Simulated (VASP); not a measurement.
# Ga (P-1) in VASP: a series of runs, part 2 of 2

VASP 6.6.1. Earlier steps stand in the parts before.

## (4) Single point, LDA (shortest bond scaled by 0.82)

INCAR reads:

```
SYSTEM = Ga
PREC = Accurate ; ENCUT = 500
EDIFF = 1E-6 ; ISMEAR = -1
SIGMA = 0.05 ; LREAL = .FALSE.
LASPH = .TRUE. ; NELM = 120
ALGO = Normal ; ISIF = 2
LWAVE = .FALSE. ; LCHARG = .FALSE.
GGA = CA ; NBANDS = 20
GGA_COMPAT = .FALSE.
```

KPOINTS reads:

```
Automatic mesh
0
G
  11 11 9
  0 0 0
```

POSCAR reads:

```
Ga
1.0
    1.3830000000     -4.0265000000      0.0000000000
    1.3830000000      4.0265000000      0.0000000000
   -0.1174474948      0.0000000000      3.3299294416
Ga
2
Direct
    0.8925800000      0.1074200000      0.2050000000
    0.1074200000      0.8925800000      0.7950000000
```

Potentials or basis: VASP PAW LDA potentials, release 64 (Ga_d).

Run with:

```bash
cat potpaw_LDA.64/Ga_d/POTCAR > POTCAR
mpirun -np 1 vasp_std > vasp.out
```

OUTCAR:

```text
SYSTEM = Ga
   PREC = Accurate
   ENCUT = 500
   EDIFF = 1E-6
   ISMEAR = -1
   LREAL = .FALSE.
   LASPH = .TRUE.
   NELM = 120
   ISIF = 2
   GGA = CA

 ion  position               nearest neighbor table
   1  0.893  0.107  0.205-   2 2.20   2 2.62
   2  0.107  0.893  0.795-   1 2.20   1 2.62

  LATTYP: Found a base centered monoclinic cell.
 ALAT       =     2.7660000000
 B/A-ratio  =     2.9114244396
 C/A-ratio  =     1.2046276211
 COS(beta)  =    -0.0352483478

  Lattice vectors:

 A1 = (   1.3830000000,  -4.0265000000,   0.0000000000)
 A2 = (   1.3830000000,   4.0265000000,   0.0000000000)
 A3 = (  -0.1174474948,   0.0000000000,   3.3299294416)

Analysis of symmetry for initial positions (statically):
=====================================================================
 Subroutine PRICEL returns:
 Original cell was already a primitive cell.

 Routine SETGRP: Setting up the symmetry group for a
 base centered monoclinic supercell.

 Subroutine GETGRP returns: Found  2 space group operations
 (whereof  2 operations were pure point group operations)
 out of a pool of  4 trial point group operations.

The static configuration has the point symmetry S_2 .

Analysis of symmetry for dynamics (positions and initial velocities):
=====================================================================
 Subroutine PRICEL returns:
 Original cell was already a primitive cell.

 Routine SETGRP: Setting up the symmetry group for a
 base centered monoclinic supercell.

 Subroutine GETGRP returns: Found  2 space group operations
 (whereof  2 operations were pure point group operations)
 out of a pool of  4 trial point group operations.

The dynamic configuration has the point symmetry S_2 .

 Subroutine INISYM returns: Found  2 space group operations
 (whereof  2 operations are pure point group operations),
 and found     1 'primitive' translations

----------------------------------------------------------------------------------------

                                     Primitive cell

  volume of cell :      37.0864

  direct lattice vectors                    reciprocal lattice vectors
     1.383000000 -4.026500000  0.000000000     0.361532899 -0.124177325  0.012751361
     1.383000000  4.026500000  0.000000000     0.361532899  0.124177325  0.012751361
    -0.117447495  0.000000000  3.329929442     0.000000000  0.000000000  0.300306663

  length of vectors
     4.257392541  4.257392541  3.332000000     0.382476983  0.382476983  0.300306663

  position of ions in fractional coordinates (direct lattice)
     0.892580000  0.107420000  0.205000000
     0.107420000  0.892580000  0.795000000

  ion indices of the primitive-cell ions
   primitive index   ion index
                 1           1
                 2           2

----------------------------------------------------------------------------------------

 KPOINTS: Automatic mesh

Automatic generation of k-mesh.
 Grid dimensions read from file:
 generate k-points for:   11   11    9

 Generating k-lattice:

  Cartesian coordinates                     Fractional coordinates (reciprocal lattice)
     0.032866627 -0.011288848  0.001159215     0.090909091  0.000000000 -0.000000000
     0.032866627  0.011288848  0.001159215     0.000000000  0.090909091 -0.000000000
     0.000000000  0.000000000  0.033367407     0.000000000  0.000000000  0.111111111

  Length of vectors
     0.034770635  0.034770635  0.033367407

  Shift w.r.t. Gamma in fractional coordinates (k-lattice)
     0.000000000  0.000000000  0.000000000

 Subroutine IBZKPT returns following result:
 ===========================================

 Found    545 irreducible k-points:

 Following reciprocal coordinates:
            Coordinates               Weight
  0.000000  0.000000  0.000000      1.000000
  0.090909 -0.000000  0.000000      2.000000
  0.000000 -0.090909  0.000000      2.000000
  0.181818  0.000000 -0.000000      2.000000
  0.000000 -0.181818  0.000000      2.000000
  0.272727 -0.000000  0.000000      2.000000
[... 16 lines left out ...]
 -0.363636  0.090909  0.000000      2.000000
 -0.090909  0.363636  0.000000      2.000000
 [... further k-points ...]
   k-points           NKPTS =    545   k-points in BZ     NKDIM =    545   number of bands    NBANDS=     20
   number of dos      NEDOS =    301   number of ions     NIONS =      2
   total plane-waves  NPLWV =  24576
   dimension x,y,z NGX =    32 NGY =   32 NGZ =   24
   dimension x,y,z NGXF=    64 NGYF=   64 NGZF=   48
   ions per type =               2
   NGX,Y,Z   is equivalent  to a cutoff of  12.50, 12.50, 11.97 a.u.
   NGXF,Y,Z  is equivalent  to a cutoff of  24.99, 24.99, 23.95 a.u.
 SYSTEM =  Ga
   PREC   = accura    normal or accurate (medium, high low for compatibility)
   ISTART =      0    job   : 0-new  1-cont  2-samecut
   ICHARG =      2    charge: 1-file 2-atom 10-const
   ISPIN  =      1    spin polarized calculation?
   LNONCOLLINEAR =      F non collinear calculations
   LSORBIT =      F    spin-orbit coupling
   LASPH  =      T    aspherical Exc in radial PAW
   ENCUT  =  500.0 eV  36.75 Ry    6.06 a.u.   7.76  7.76  6.08*2*pi/ulx,y,z
   NELM   =    120;   NELMIN=  2; NELMDL= -5     # of ELM steps
   EDIFF  = 0.1E-05   stopping-criterion for ELM
   LREAL  =      F    real-space projection
   EDIFFG = 0.1E-04   stopping-criterion for IOM
   NSW    =      0    number of steps for IOM
   IBRION =     -1    ionic relax: 0-MD 1-quasi-New 2-CG
   NFREE  =      0    steps in history (QN), initial steepest desc. (CG)
   ISIF   =      2    stress and relaxation
   ISYM   =      2    0-nonsym 1-usesym 2-fastsym
   POTIM  = 0.5000    time-step for ionic-motion
   TEBEG  =    0.0;   TEEND  =   0.0 temperature during run
   PSTRESS=    0.0 pullay stress
   NELECT =      26.0000    total number of electrons
   NUPDOWN=      -1.0000    fix difference up-down
   EMIN   =  10.00;   EMAX   =-10.00  energy-range for DOS
   EFERMI =   0.00;   METHOD = LEGACY
   ISMEAR =    -1;   SIGMA  =   0.05  broadening in eV -4-tet -1-fermi 0-gaus
   EFERMI_NEDOS =   21; number of points for ismear=-14 and -15
   IALGO  =     38    algorithm
   IMIX   =      4    mixing-type and parameters
     AMIX     =   0.40;   BMIX     =  1.00
     AMIX_MAG =   1.60;   BMIX_MAG =  1.00
  volume/ion in A,a.u.               =      18.54       125.14
  Fermi-wavevector in a.u.,A,eV,Ry     =   1.454323  2.748273 28.777089  2.115056
  Thomas-Fermi vector in A             =   2.571487
   LORBIT       =      0    0 simple, 1 ext, 2 COOP (PROOUT), +10 PAW based schemes
   GGA     = CA    functional components
   LHFCALC =     F    Hartree Fock is set to
   AEXX    =    0.0000 exact exchange contribution
   IVDW    =     0    specifies the selected vdW correction
   LEPSILON=     F    determine dielectric tensor
   LRPA    =     F    only Hartree local field effects (RPA)
 non-spin polarized calculation
  energy-cutoff  :      500.00
  volume of cell :       37.09
 maximum number of plane-waves:       957
   NGX = 15   NGY = 15   NGZ = 13

 number of electron      25.9999995 magnetization

 Free energy of the ion-electron system (eV)
  ---------------------------------------------------
  ext. energy  EPLUGINS =         0.00000000
  ---------------------------------------------------
  free energy    TOTEN  =        -6.53273343 eV

  energy without entropy =       -6.52561553  energy(sigma->0) =       -6.52917448

 E-fermi :   5.3690     XC(G=0): -11.3208

 val. band max:        5.3641806993   @ k =   0.3636   0.3636   0.1111
 cond. band min:       5.3738399367   @ k =   0.4545  -0.0000   0.0000
 fundamental gap:      0.0096592374
 Fermi energy:         5.3690081327

 k-point     1 :       0.0000    0.0000    0.0000
  band No.  band energies     occupation
      1     -10.3516      2.00000
      2     -10.1167      2.00000
      3     -10.0172      2.00000
      4      -9.8606      2.00000
      5      -9.8291      2.00000
      6      -9.6405      2.00000
[... 12 lines left out ...]
     19      16.5239      0.00000
     20      17.7923      0.00000

 k-point     2 :       0.0909   -0.0000    0.0000
  band No.  band energies     occupation
      1     -10.3447      2.00000
      2     -10.1115      2.00000
      3     -10.0002      2.00000
      4      -9.8540      2.00000
      5      -9.8215      2.00000
      6      -9.6517      2.00000
[... 498 lines left out ...]
 k-point    24 :      -0.0909    0.3636    0.0000
  band No.  band energies     occupation
      1     -10.2960      2.00000
      2     -10.0667      2.00000
      3      -9.9748      2.00000
      4      -9.8884      2.00000
      5      -9.7580      2.00000
      6      -9.6909      2.00000
[... 12 lines left out ...]
     19      16.3877      0.00000
     20      19.1838      0.00000

 [... further k-points ...]
[... 5 lines left out ...]
  --------------------------------------------------------------------------------------
  -------------------------------------------------------------------------------------
  Total       -1.1405311      2.4745546      1.7151478     -0.0982833      2.8205879     -0.0062539
  in kB      -49.2722982    106.9036960     74.0964202     -4.2459567    121.8527450     -0.2701770
  external PRESSURE =      43.9092727 kB  Pullay stress =       0.0000000 kB

 VOLUME and BASIS-vectors are now :
 -----------------------------------------------------------------------------
  energy-cutoff  :      500.00
  volume of cell :       37.09
      direct lattice vectors                 reciprocal lattice vectors
     1.383000000 -4.026500000  0.000000000     0.361532899 -0.124177325  0.012751361
     1.383000000  4.026500000  0.000000000     0.361532899  0.124177325  0.012751361
    -0.117447495  0.000000000  3.329929442     0.000000000  0.000000000  0.300306663

 POSITION                                       TOTAL-FORCE (eV/Angst)
 -----------------------------------------------------------------------------------
      1.35892     -3.16145      0.68264        -0.063388      2.762264      1.479999
      1.28963      3.16145      2.64729         0.063388     -2.762264     -1.479999
 -----------------------------------------------------------------------------------
    total drift:                               -0.000000     -0.000000     -0.000000

  FREE ENERGIE OF THE ION-ELECTRON SYSTEM (eV)
  ---------------------------------------------------
  free  energy   TOTEN  =        -6.5327334275 eV

  energy  without entropy=       -6.5256155255  energy(sigma->0) =       -6.52917448
```

OSZICAR:

```text
N       E                     dE             d eps       ncg     rms          rms(c)
DAV:   1     0.129165837707E+03    0.12917E+03   -0.12927E+04 23096   0.239E+03
DAV:   2     0.479632000846E+01   -0.12437E+03   -0.12129E+03 22520   0.380E+02
DAV:   3    -0.648264182753E+01   -0.11279E+02   -0.11220E+02 24472   0.950E+01
DAV:   4    -0.665792632818E+01   -0.17528E+00   -0.17519E+00 24992   0.129E+01
DAV:   5    -0.666081690342E+01   -0.28906E-02   -0.28904E-02 25000   0.164E+00    0.182E+00
DAV:   6    -0.655564660731E+01    0.10517E+00   -0.15671E-01 31432   0.567E+00    0.854E-01
DAV:   7    -0.653427446784E+01    0.21372E-01   -0.55432E-02 30288   0.208E+00    0.209E-01
DAV:   8    -0.653292039481E+01    0.13541E-02   -0.65256E-03 23456   0.832E-01    0.707E-02
DAV:   9    -0.653273646150E+01    0.18393E-03   -0.42525E-04 30324   0.160E-01    0.125E-02
DAV:  10    -0.653273357934E+01    0.28822E-05   -0.38513E-05 25052   0.695E-02    0.416E-03
DAV:  11    -0.653273342754E+01    0.15180E-06   -0.28283E-06 19848   0.174E-02
   1 F= -.65327334E+01 E0= -.65291745E+01  d E =-.711790E-02
```

stdout:

```text
POSCAR found type information on POSCAR Ga
 POSCAR found :  1 types and       2 ions
 scaLAPACK will be used
 LDA part: xc-table for (Slater(with rela. corr.)+CA(PZ))
 , standard interpolation
 POSCAR, INCAR and KPOINTS ok, starting setup
 FFT: planning ... GRIDC
 FFT: planning ... GRID_SOFT
 FFT: planning ... GRID
 WAVECAR not read
 entering main loop
```

Run time: 89 s. Hardware: 1 thread of Intel Xeon 6975P-C (Granite Rapids), shared host; peak memory 0.38 GiB.

Results:

| Property | Result |
| --- | --- |
| Free energy | -6.5327 eV |
| Pressure | 4.4 GPa |
| Largest force | 3.134 eV/Å |
| Band gap on the k mesh | zero (band 13 reaches 8.66 eV, above the bottom of band 14 at 2.31 eV) |

Forces in eV/Å, atoms in the order of the input:
```
Ga  -0.063  2.762  1.480
Ga   0.063 -2.762 -1.480
```

Stress tensor (GPa, compression positive):
```
-4.93 -0.42 -0.03
-0.42 10.69 12.19
-0.03 12.19  7.41
```

Caveat: the cell differs from its parent crystal (shortest bond scaled by 0.82); forces of over 1 eV/Å act on the atoms, so gaps and moduli don't describe the material at rest.
